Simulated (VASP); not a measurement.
Input of a VASP 6.6.1 run:

Contents of INCAR:

```
PREC = Accurate
ENCUT = 520
EDIFF = 1E-6
ISMEAR = 0
SIGMA = 0.03
LREAL = F
LASPH = T
NELM = 100
ALGO = Normal
ISIF = 2
LWAVE = F
LCHARG = T
GGA = PS
LELF = T
LVHAR = T
NBANDS = 11
```

The input KPOINTS:

```
regular mesh
0
Gamma
  10 10 10
```

Contents of POSCAR:

```
Sr
1.0
    0.0000000000      2.9662912500      2.8902325000
    2.9662912500      0.0000000000      2.8902325000
    2.9662912500      2.9662912500      0.0000000000
Sr
1
Direct
    0.0000000000      0.0000000000      0.0000000000
```

Potentials or basis: VASP PAW PBE potentials, release 64 (Sr_sv).

Run with:

```sh
$ cat potpaw_PBE.64/Sr_sv/POTCAR > POTCAR
$ mpirun -np 1 vasp_std > vasp.out
```

Q: Estimate the band gap on the k mesh.

A: Zero (bands 5 and 6 overlap by 0.04 eV).

Q: Estimate the pressure.

A: 0.2 GPa.

Caveat: the cell differs from its parent crystal (strain -0.025 along x and y, -0.050 along z); the PAW data sets were made with another functional, which shifts forces and pressure a little.
